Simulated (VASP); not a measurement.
Set up this calculation in VASP 6.6.1, as the native input.

```
Task                   : relaxation of cell and atoms
Functional             : PBE
Potentials or basis    : VASP PAW PBE potentials, release 64 (Sn_d, P)
Cutoff                 : 500 eV
k mesh                 : 6 × 6 × 4
Occupations            : gaussian, width 0.1 eV
Spin                   : no spin polarisation
Dipole correction      : no
Further INCAR settings : ALGO = Normal; EDIFF = 1e-07; IBRION = 2; EDIFFG = -0.04; NSW = 90; ISIF = 3
```

The structure of SnP5 lies in POSCAR:

```
SnP5
1.0
    5.5403905700      0.0000000000      0.0000000000
   -2.7701952800      4.7981189800      0.0000000000
    0.0000000000      0.0000000000      4.3859385400
Sn P
1 5
Direct
    0.0000000000      0.0000000000      0.0000000000
    0.5000000000      0.0000000000      0.5000000000
    0.5000000000      0.5000000000      0.5000000000
    0.0000000000      0.5000000000      0.5000000000
    0.3333333300      0.6666666700      0.0000000000
    0.6666666700      0.3333333300      0.0000000000
```

The cell was generated, and may not be a known phase.

One way to write it, as run:

INCAR

```
SYSTEM = SnP5
PREC     = Accurate       ! precision mode
ENCUT    = 500            ! plane-wave cutoff, eV
EDIFF    = 1E-7           ! SCF threshold, eV
ISMEAR   = 0              ! smearing method
SIGMA    = 0.1            ! smearing width, eV
LREAL    = .False.        ! projectors in reciprocal space
LASPH    = .True.         ! aspherical terms in the spheres
NELM     = 120            ! most SCF steps
ALGO     = Normal         ! electronic algorithm
ISIF     = 3              ! what is computed and relaxed
LWAVE    = .False.        ! write WAVECAR
LCHARG   = .False.        ! write CHGCAR
GGA      = PE             ! functional
IBRION   = 2              ! ionic algorithm
NSW      = 90             ! ionic steps
EDIFFG   = -0.04          ! ionic threshold
GGA_COMPAT= .False.      
NELMIN   = 4
```

KPOINTS

```
Automatic mesh
0
Gamma
  6 6 4
  0 0 0
```

Potentials or basis: VASP PAW PBE potentials, release 64 (Sn_d, P).

Launch:

```console
$ cat potpaw_PBE.64/Sn_d/POTCAR potpaw_PBE.64/P/POTCAR > POTCAR
$ mpirun -np 1 vasp_std > vasp.out
```

It gave:

```
Relaxed volume                        : 17.27 Å³/atom
Relaxed cell                          : a = 5.352 Å, b = 5.352 Å, c = 4.178 Å, α = 90.00°, β = 90.00°, γ = 120.00°
Space group after relaxing (to 0.1 Å) : P6/mmm (No. 191)
Energy gained by relaxing             : 58.9 meV/atom
Ionic steps                           : 5
Pressure after relaxing               : -0.2 GPa
Band gap on the k mesh                : zero (an odd number of electrons rules out a gap without spin polarisation)
```

Caveat: spin-orbit coupling is left out, which moves the levels of the heavy elements; an odd number of electrons without spin polarisation forces a metal; a magnetic or distorted state may lie lower.

Wall time 5.5 min on 1 thread of Intel Xeon 8259CL, with other jobs on the host, peak memory 0.21 GiB.
